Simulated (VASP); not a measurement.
SnSe, 2 atoms in the cell. Symmetry: I4mm, No. 107, tetragonal system. The conventional cell has a = 4.257 Å, b = 4.257 Å, c = 6.020 Å, α = 90.00°, β = 90.00°, γ = 90.00°. Sn (site symmetry 4mm) has 6 Se at 2.86 to 3.16 Å within 3.8 Å. Se (site symmetry 4mm) has 6 Sn at 2.86 to 3.16 Å within 3.8 Å.  This cell differs from its parent crystal: one atom moved.

```yaml
Program: VASP 6.6.1
Task: single point
Functional: PBE
Potentials_or_basis: VASP PAW PBE potentials, release 64 (Sn_d, Se)
Cutoff: 520 eV
k_mesh: 10 × 10 × 10
Occupations: gaussian, width 0.05 eV
Spin: no spin polarisation
Dipole_correction: no
Further_INCAR_settings: ALGO = Normal; EDIFF = 1e-06; NBANDS = 17
```

Potentials or basis: VASP PAW PBE potentials, release 64 (Sn_d, Se).

The run is started by

```console
$ cat potpaw_PBE.64/Sn_d/POTCAR potpaw_PBE.64/Se/POTCAR > POTCAR
$ mpirun -np 1 vasp_std > vasp.out
```

Hardware: 1 thread of Intel(R) Xeon(R) Platinum 8559C (Emerald Rapids) (shared host).

How long does it take, and how much memory?

Wall time 28 s on 1 thread of Intel(R) Xeon(R) Platinum 8559C (Emerald Rapids), with other jobs on the host, peak memory 0.23 GiB. Counts: scf iterations 12, k points 102.
